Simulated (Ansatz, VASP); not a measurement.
Two plane-wave programs on Hf4C

```
CELL_PARAMETERS angstrom
-3.07023 3.07023 2.67835
3.07023 -3.07023 2.67835
3.07023 3.07023 -2.67835
ATOMIC_POSITIONS crystal
Hf 0.32576 0.15788 0.48364
Hf 0.15788 0.67424 0.83213
Hf 0.67424 0.84212 0.51636
Hf 0.84212 0.32576 0.16787
C 0.00000 0.00000 0.00000
```

Change from the starting cell: species swapped into the HoAu4 type (I4/m, No. 87).

Alike in both runs: functional PBE; k mesh 6 × 6 × 6; occupations gaussian, width 0.1 eV; no spin polarisation.

Ansatz relaxed the structure, and its values are those at the end. VASP's run is a single point on that final structure, the one shown.

|  | VASP | Ansatz |
| --- | --- | --- |
| version | VASP 6.6.1 | Ansatz 0.2.0 |
| potentials or method | VASP PAW PBE potentials, release 64 (Hf_pv, C), cutoff 520 eV | scalar-relativistic, plane waves, PAW |
| valence electrons in the cell | 44 | 108 |

```csv
,VASP,Ansatz,Ansatz less VASP
gap on the k mesh at the Fermi level (eV),none,none,-
pressure (GPa),-0.5,-0.1,+0.41
rms of the force components (eV/Å),0.018,0.002,-0.0152
```

A gap of «none» marks a metal or a gap that the smearing closes. With one functional, cell and mesh, what is left measures potentials, basis and numerics. VASP's potentials hold 44 valence electrons a cell and Ansatz's 108, so a difference there can come from the potentials and not from the codes.

Spin-orbit coupling is off throughout.
